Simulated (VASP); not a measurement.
# CoO (P3m1) in VASP: further runs, part 2 of 3

VASP 6.6.1.

## (3) Single point, LDA, collinear spin, ferromagnetic start (volume scaled by 1.04)

INCAR reads:

```
SYSTEM = CoO
ALGO = Normal ; EDIFF = 1E-7
ENCUT = 520 ; GGA = CA
ISIF = 2 ; ISMEAR = -1
ISPIN = 2 ; LASPH = .True.
LCHARG = .False. ; LMAXMIX = 4
LORBIT = 11 ; LREAL = .False.
LWAVE = .False. ; MAGMOM = 2 2 0 0
NBANDS = 27 ; NELM = 150
PREC = Accurate ; SIGMA = 0.05
```

KPOINTS reads:

```
k-points
0
Gamma
  10 10 5
  0 0 0
```

POSCAR reads:

```
CoO
1.0
    3.2397248551      0.0000000000      0.0000000000
   -1.6198624276      2.8056840258      0.0000000000
    0.0000000000      0.0000000000      5.2975164125
Co O
2 2
Direct
    0.3333333333      0.6666666667      0.5033624100
    0.0000000000      0.0000000000      0.0034741400
    0.3333333333      0.6666666667      0.8715556000
    0.0000000000      0.0000000000      0.3716088500
```

Potentials or basis: VASP PAW LDA potentials, release 64 (Co, O).

Launch:

```console
cat potpaw_LDA.64/Co/POTCAR potpaw_LDA.64/O/POTCAR > POTCAR
mpirun -np 1 vasp_std > vasp.out
```

OUTCAR:

```text
SYSTEM = CoO
   EDIFF = 1E-7
   ENCUT = 520
   GGA = CA
   ISIF = 2
   ISMEAR = -1
   ISPIN = 2
   LASPH = .True.
   LORBIT = 11
   LREAL = .False.
   NELM = 150
   PREC = Accurate

 ion  position               nearest neighbor table
   1  0.333  0.667  0.503-   3 1.95   4 2.00   4 2.00   4 2.00
   2  0.000  0.000  0.003-   4 1.95   3 2.00   3 2.00   3 2.00
   3  0.333  0.667  0.872-   1 1.95   2 2.00   2 2.00   2 2.00
   4  0.000  0.000  0.372-   2 1.95   1 2.00   1 2.00   1 2.00

  LATTYP: Found a hexagonal cell.
 ALAT       =     3.2397248551
 C/A-ratio  =     1.6351747909

  Lattice vectors:

 A1 = (   3.2397248551,   0.0000000000,   0.0000000000)
 A2 = (  -1.6198624276,   2.8056840258,   0.0000000000)
 A3 = (   0.0000000000,   0.0000000000,   5.2975164125)

Analysis of symmetry for initial positions (statically):
=====================================================================
 Subroutine PRICEL returns:
 Original cell was already a primitive cell.

 Routine SETGRP: Setting up the symmetry group for a
 hexagonal supercell.

 Subroutine GETGRP returns: Found  6 space group operations
 (whereof  6 operations were pure point group operations)
 out of a pool of 24 trial point group operations.

The static configuration has the point symmetry C_3v.

Analysis of symmetry for dynamics (positions and initial velocities):
=====================================================================
 Subroutine PRICEL returns:
 Original cell was already a primitive cell.

 Routine SETGRP: Setting up the symmetry group for a
 hexagonal supercell.

 Subroutine GETGRP returns: Found  6 space group operations
 (whereof  6 operations were pure point group operations)
 out of a pool of 24 trial point group operations.

The dynamic configuration has the point symmetry C_3v.

Analysis of structural, dynamic, and magnetic symmetry:
=====================================================================
 Subroutine PRICEL returns:
 Original cell was already a primitive cell.

 Routine SETGRP: Setting up the symmetry group for a
 hexagonal supercell.

 Subroutine GETGRP returns: Found  6 space group operations
 (whereof  6 operations were pure point group operations)
 out of a pool of 24 trial point group operations.

The overall configuration has the point symmetry C_3v.

 Subroutine INISYM returns: Found  6 space group operations
 (whereof  6 operations are pure point group operations),
 and found     1 'primitive' translations

----------------------------------------------------------------------------------------

                                     Primitive cell

  volume of cell :      48.1525

  direct lattice vectors                    reciprocal lattice vectors
     3.239724855  0.000000000  0.000000000     0.308668188  0.178209661  0.000000000
    -1.619862428  2.805684026  0.000000000     0.000000000  0.356419323  0.000000000
     0.000000000  0.000000000  5.297516413     0.000000000  0.000000000  0.188767702

  length of vectors
     3.239724855  3.239724855  5.297516413     0.356419323  0.356419323  0.188767702

  position of ions in fractional coordinates (direct lattice)
     0.333333333  0.666666667  0.503362410
     0.000000000  0.000000000  0.003474140
     0.333333333  0.666666667  0.871555600
[... 72 lines left out ...]
   ISTART =      0    job   : 0-new  1-cont  2-samecut
   ICHARG =      2    charge: 1-file 2-atom 10-const
   ISPIN  =      2    spin polarized calculation?
   LNONCOLLINEAR =      F non collinear calculations
   LSORBIT =      F    spin-orbit coupling
   LASPH  =      T    aspherical Exc in radial PAW
   ENCUT  =  520.0 eV  38.22 Ry    6.18 a.u.   6.02  6.02  9.85*2*pi/ulx,y,z
   NELM   =    150;   NELMIN=  2; NELMDL= -5     # of ELM steps
   EDIFF  = 0.1E-06   stopping-criterion for ELM
   LREAL  =      F    real-space projection
   EDIFFG = 0.1E-05   stopping-criterion for IOM
   NSW    =      0    number of steps for IOM
   IBRION =     -1    ionic relax: 0-MD 1-quasi-New 2-CG
   NFREE  =      0    steps in history (QN), initial steepest desc. (CG)
   ISIF   =      2    stress and relaxation
   ISYM   =      2    0-nonsym 1-usesym 2-fastsym
   POTIM  = 0.5000    time-step for ionic-motion
   TEBEG  =    0.0;   TEEND  =   0.0 temperature during run
   PSTRESS=    0.0 pullay stress
   NELECT =      30.0000    total number of electrons
   NUPDOWN=      -1.0000    fix difference up-down
   EMIN   =  10.00;   EMAX   =-10.00  energy-range for DOS
   EFERMI =   0.00;   METHOD = LEGACY
   ISMEAR =    -1;   SIGMA  =   0.05  broadening in eV -4-tet -1-fermi 0-gaus
   EFERMI_NEDOS =   21; number of points for ismear=-14 and -15
   IALGO  =     38    algorithm
   IMIX   =      4    mixing-type and parameters
     AMIX     =   0.40;   BMIX     =  1.00
     AMIX_MAG =   1.60;   BMIX_MAG =  1.00
  volume/ion in A,a.u.               =      12.04        81.24
  Fermi-wavevector in a.u.,A,eV,Ry     =   1.398220  2.642253 26.599651  1.955019
  Thomas-Fermi vector in A             =   2.521399
   LORBIT       =     11    0 simple, 1 ext, 2 COOP (PROOUT), +10 PAW based schemes
   GGA     = CA    functional components
   LHFCALC =     F    Hartree Fock is set to
   AEXX    =    0.0000 exact exchange contribution
   IVDW    =     0    specifies the selected vdW correction
   LEPSILON=     F    determine dielectric tensor
   LRPA    =     F    only Hartree local field effects (RPA)
 spin polarized calculation
  energy-cutoff  :      520.00
  volume of cell :       48.15
 maximum number of plane-waves:      1315
   NGX = 13   NGY = 13   NGZ = 19

 number of electron      30.0000002 magnetization       5.6322994

 Free energy of the ion-electron system (eV)
  ---------------------------------------------------
  ext. energy  EPLUGINS =         0.00000000
  ---------------------------------------------------
  free energy    TOTEN  =       -29.51553277 eV

  energy without entropy =      -29.46151499  energy(sigma->0) =      -29.48852388

 E-fermi :   5.0595     XC(G=0): -11.4461

 val. band max:        5.0591912060   @ k =   0.0000   0.0000   0.4000
 cond. band min:       5.0621030739   @ k =   0.5000   0.0000   0.0000
 fundamental gap:      0.0029118679
 Fermi energy:         5.0595109516

 spin component 1

 k-point     1 :       0.0000    0.0000    0.0000
  band No.  band energies     occupation
      1     -14.3087      1.00000
      2     -13.7013      1.00000
      3      -1.6565      1.00000
      4      -0.8302      1.00000
      5      -0.6410      1.00000
      6      -0.6410      1.00000
[... 709 lines left out ...]
     26      18.6189      0.00000
     27      20.0170      0.00000

 [... further k-points ...]

 spin component 2

 k-point     1 :       0.0000    0.0000    0.0000
  band No.  band energies     occupation
      1     -13.7676      1.00000
      2     -13.1302      1.00000
      3      -1.1543      1.00000
      4       0.2817      1.00000
      5       0.4290      1.00000
      6       0.4290      1.00000
[... 709 lines left out ...]
     26      19.1753      0.00000
     27      20.6358      0.00000

 [... further k-points ...]
[... 5 lines left out ...]
  --------------------------------------------------------------------------------------
  -------------------------------------------------------------------------------------
  Total       -6.0044994     -6.0044994     -5.2763812      0.0000000      0.0000000     -0.0000000
  in kB     -199.7874432   -199.7874432   -175.5607984      0.0000000      0.0000000     -0.0000000
  external PRESSURE =    -191.7118949 kB  Pullay stress =       0.0000000 kB

 VOLUME and BASIS-vectors are now :
 -----------------------------------------------------------------------------
  energy-cutoff  :      520.00
  volume of cell :       48.15
      direct lattice vectors                 reciprocal lattice vectors
     3.239724855  0.000000000  0.000000000     0.308668188  0.178209661  0.000000000
    -1.619862428  2.805684026  0.000000000     0.000000000  0.356419323  0.000000000
     0.000000000  0.000000000  5.297516413     0.000000000  0.000000000  0.188767702

 POSITION                                       TOTAL-FORCE (eV/Angst)
 -----------------------------------------------------------------------------------
     -0.00000      1.87046      2.66657        -0.000000      0.000000     -0.204411
      0.00000      0.00000      0.01840        -0.000000     -0.000000     -0.208405
     -0.00000      1.87046      4.61708         0.000000     -0.000000      0.206631
      0.00000      0.00000      1.96860        -0.000000     -0.000000      0.206186
 -----------------------------------------------------------------------------------
    total drift:                                0.000000      0.000000      0.001007

  FREE ENERGIE OF THE ION-ELECTRON SYSTEM (eV)
  ---------------------------------------------------
  free  energy   TOTEN  =       -29.5155327669 eV

  energy  without entropy=      -29.4615149900  energy(sigma->0) =      -29.48852388

 total charge

# of ion       s       p       d       tot
------------------------------------------
    1        0.336   0.409   7.178   7.923
    2        0.336   0.409   7.178   7.923
    3        1.540   3.386   0.000   4.926
    4        1.540   3.386   0.000   4.926
--------------------------------------------------
tot          3.752   7.590  14.356  25.698

 magnetization (x)

# of ion       s       p       d       tot
------------------------------------------
    1        0.014   0.050   2.340   2.403
    2        0.014   0.050   2.340   2.403
    3        0.020   0.296   0.000   0.315
    4        0.020   0.296   0.000   0.315
--------------------------------------------------
tot          0.067   0.690   4.680   5.437
```

OSZICAR:

```text
N       E                     dE             d eps       ncg     rms          rms(c)
DAV:   1     0.248337789809E+03    0.24834E+03   -0.13454E+04  6288   0.130E+03
DAV:   2    -0.677994492631E+01   -0.25512E+03   -0.22811E+03  6459   0.308E+02
DAV:   3    -0.343976526128E+02   -0.27618E+02   -0.25991E+02  6924   0.115E+02
DAV:   4    -0.350773390563E+02   -0.67969E+00   -0.67690E+00  7069   0.187E+01
DAV:   5    -0.350985382139E+02   -0.21199E-01   -0.21195E-01  8177   0.312E+00    0.240E+01
DAV:   6    -0.353367367442E+02   -0.23820E+00   -0.46115E+01  8266   0.971E+01    0.369E+01
DAV:   7    -0.295633881848E+02    0.57733E+01   -0.16723E+01  7282   0.836E+01    0.104E+01
DAV:   8    -0.295708038059E+02   -0.74156E-02   -0.18142E+00  7539   0.107E+01    0.574E+00
DAV:   9    -0.301667634396E+02   -0.59596E+00   -0.54677E+00  8824   0.249E+01    0.157E+01
DAV:  10    -0.295235451939E+02    0.64322E+00   -0.46051E+00  8932   0.193E+01    0.257E+00
DAV:  11    -0.295265253482E+02   -0.29802E-02   -0.58617E-02  7506   0.264E+00    0.149E+00
DAV:  12    -0.295152346346E+02    0.11291E-01   -0.26576E-02  9411   0.239E+00    0.395E-01
DAV:  13    -0.295155789025E+02   -0.34427E-03   -0.69347E-03  8534   0.684E-01    0.176E-01
DAV:  14    -0.295155493937E+02    0.29509E-04   -0.28281E-04  8137   0.201E-01    0.114E-01
DAV:  15    -0.295155320149E+02    0.17379E-04   -0.13620E-04  8436   0.197E-01    0.269E-02
DAV:  16    -0.295155329010E+02   -0.88609E-06   -0.46203E-05  8028   0.556E-02    0.174E-02
DAV:  17    -0.295155328442E+02    0.56813E-07   -0.80736E-06  7463   0.418E-02    0.665E-03
DAV:  18    -0.295155327669E+02    0.77212E-07   -0.97443E-07  7883   0.779E-03
   1 F= -.29515533E+02 E0= -.29488524E+02  d E =-.540178E-01  mag=     5.6323
```

Wall time 84 s (1 thread of Intel Xeon Platinum 8488C (Sapphire Rapids), shared host); peak memory 0.22 GiB.

Results:

```
Free energy                                           : -29.5155 eV
Pressure                                              : -19.2 GPa
Largest force                                         : 0.208 eV/Å
Net moment                                            : 5.63 μB per cell
Site moments                                          : Co +2.40; O +0.32 μB
Valence electrons inside the program's atomic spheres : Co 7.92; O 4.93
```

Forces in eV/Å, atoms in the order of the input:
```
Co   0.000  0.000 -0.204
Co   0.000  0.000 -0.208
O    0.000  0.000  0.207
O    0.000  0.000  0.206
```

Levels at points of the mesh, in eV from the Fermi level:
Spin up:
```tsv
k point	band 15	band 16	band 17	band 18	band 19	band 20	band 21	band 22
(0.00, 0.00, 0.00)	-0.54	0.06	0.29	0.31	0.31	5.26	6.90	13.24
(0.50, 0.00, 0.00)	-1.69	-1.62	-0.58	-0.42	5.47	5.92	7.09	8.99
```
Spin down:
| k point | band 8 | band 9 | band 10 | band 11 | band 12 | band 13 | band 14 | band 15 | band 16 | band 17 |
| --- | --- | --- | --- | --- | --- | --- | --- | --- | --- | --- |
| (0.00, 0.00, 0.00) | -4.40 | -0.62 | -0.62 | -0.12 | -0.12 | -0.09 | 0.61 | 1.32 | 1.32 | 2.14 |
| (0.50, 0.00, 0.00) | -4.19 | -0.78 | -0.71 | -0.16 | -0.02 | 0.00 | 0.00 | 0.48 | 0.53 | 1.35 |

Caveat: semilocal functionals often make such compounds metallic where correlation or magnetic order opens a gap, which also shifts bond lengths.

## (4) Single point, PBEsol, collinear spin, ferromagnetic start (volume scaled by 1.04)

INCAR reads:

```
SYSTEM = CoO
ALGO     = Normal         ! electronic algorithm
EDIFF    = 1E-6           ! SCF threshold, eV
ENCUT    = 520            ! plane-wave cutoff, eV
GGA      = PS             ! functional
ISIF     = 2              ! what is computed and relaxed
ISMEAR   = -1             ! smearing method
ISPIN    = 2              ! spin polarisation
LASPH    = .TRUE.         ! aspherical terms in the spheres
LCHARG   = .TRUE.         ! write CHGCAR
LELF     = .TRUE.         ! ELF
LMAXMIX  = 4              ! l up to which the mixer works
LORBIT   = 11             ! projections on sites
LREAL    = .FALSE.        ! projectors in reciprocal space
LVHAR    = .TRUE.       
LWAVE    = .FALSE.        ! write WAVECAR
MAGMOM   = 2 2 0 0        ! initial moments
NBANDS   = 27             ! bands
NELM     = 150            ! most SCF steps
PREC     = Accurate       ! precision mode
SIGMA    = 0.05           ! smearing width, eV
```

KPOINTS reads:

```
k-points
0
G
  10 10 5
  0 0 0
```

POSCAR is that of step 3.

Potentials or basis: VASP PAW PBE potentials, release 64 (Co, O).

Launch:

```console
cat potpaw_PBE.64/Co/POTCAR potpaw_PBE.64/O/POTCAR > POTCAR
mpirun -np 1 vasp_std > vasp.out
```

It took 83 s on 1 thread of Intel Xeon Platinum 8488C (Sapphire Rapids), shared host; peak memory 0.24 GiB.

It converged, with:

| Item | Value |
| --- | --- |
| Free energy | -28.1731 eV |
| Pressure | -11.6 GPa |
| Largest force | 0.226 eV/Å |
| Net moment | 5.93 μB per cell |
| Site moments | Co +2.52; O +0.33 μB |
| Valence electrons inside the program's atomic spheres | Co 7.91, 7.90; O 4.95 |

Forces on the atoms (eV/Å):
```
Co   0.000  0.000 -0.220
Co   0.000  0.000 -0.226
O    0.000  0.000  0.224
O    0.000  0.000  0.223
```

Stress tensor (GPa, compression positive):
```
-12.32   0.00   0.00
  0.00 -12.32   0.00
  0.00   0.00 -10.25
```

Levels at points of the mesh, in eV from the Fermi level:
Spin up:
```tsv
k point	band 16	band 17	band 18	band 19	band 20	band 21
(0.00, 0.00, 0.00)	-0.14	0.09	0.09	0.09	5.12	6.77
(0.50, 0.00, 0.00)	-1.76	-0.72	-0.62	5.34	5.76	6.90
```
Spin down:
```
           k point  band 9  band 10  band 11  band 12  band 13  band 14  band 15  band 16
(0.00, 0.00, 0.00)   -0.71    -0.71    -0.14    -0.14     0.15     0.52     1.50     1.50
(0.50, 0.00, 0.00)   -0.74    -0.59    -0.21    -0.08     0.10     0.20     0.68     0.72
```

Caveat: the PAW data sets were made with another functional, which shifts forces and pressure a little; semilocal functionals often make such compounds metallic where correlation or magnetic order opens a gap, which also shifts bond lengths.

(Continued in part 3 of 3.)
